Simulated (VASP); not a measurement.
Crystal: Li3Os.

```xyz
4
Lattice="3.0822 0.0000 0.0000 -1.5411 2.6692 0.0000 0.0000 0.0000 9.3772" Properties=species:S:1:pos:R:3 pbc="T T T"
Li    1.5411    0.8897    6.9365
Li    0.0000    0.0000    0.0000
Li    0.0000    1.7795    2.4407
Os    0.0000    0.0000    4.6886
```

The cell was generated, and may not be a known phase.

```yaml
Program: VASP 6.6.1
Task: relaxation of cell and atoms
Functional: PBE
Potentials_or_basis: VASP PAW PBE potentials, release 64 (Li_sv, Os)
Cutoff: 600 eV
k_mesh: 6 × 6 × 2
Occupations: gaussian, width 0.1 eV
Spin: no spin polarisation
```

At the start: pressure -12.6 GPa; volume 19.29 Å³/atom.

Q: Where does the relaxation end?

A: Over 13 steps the energy falls by 384.6 meV/atom and the volume is 15.14 Å³/atom (-21.5 %); space group P-3m1 (No. 164, to 0.1 Å) before and after.

The path:
```
step  energy change (eV)  largest force (eV/Å)  pressure (GPa)  volume (Å³)
   1              0.0000                0.6730          -12.63        77.15
   2             -1.3713                0.2293           -4.34        61.23
   3             -1.4697                0.0604            1.16        57.55
   4             -1.4703                0.0414            2.01        57.19
   5             -1.5102                0.1315            1.48        58.07
   6             -1.5170                0.2035            1.35        58.85
   7             -1.5180                0.1866            1.37        58.65
   8             -1.5256                0.2032           -0.63        60.08
   9             -1.5257                0.2019           -0.50        59.98
  10             -1.5312                0.1480           -0.35        60.07
  11             -1.5379                0.0108            0.07        60.29
  12             -1.5380                0.0104            0.14        60.32
  13             -1.5386                0.0003            0.06        60.56
```

Final structure:
```
Li Os
1.0
     2.67793    0.00000    0.00000
    -1.33897    2.31916    0.00000
     0.00000    0.00000    9.75193
Li Os
3 1
Direct
  0.66667 0.33333 0.72669
  0.00000 0.00000 0.00000
  0.33333 0.66667 0.27331
  0.00000 0.00000 0.50000
```

Caveat: the k points lie up to 0.45 Å⁻¹ apart in the final cell, too coarse for converged energies and pressures of a metal; the cutoff is under 1.25 times the usual one of these potentials, so pressure, stress and relaxed cells hold a basis-set (Pulay) error; the volume moved by over 15 % at a fixed basis, so the end points are rough.
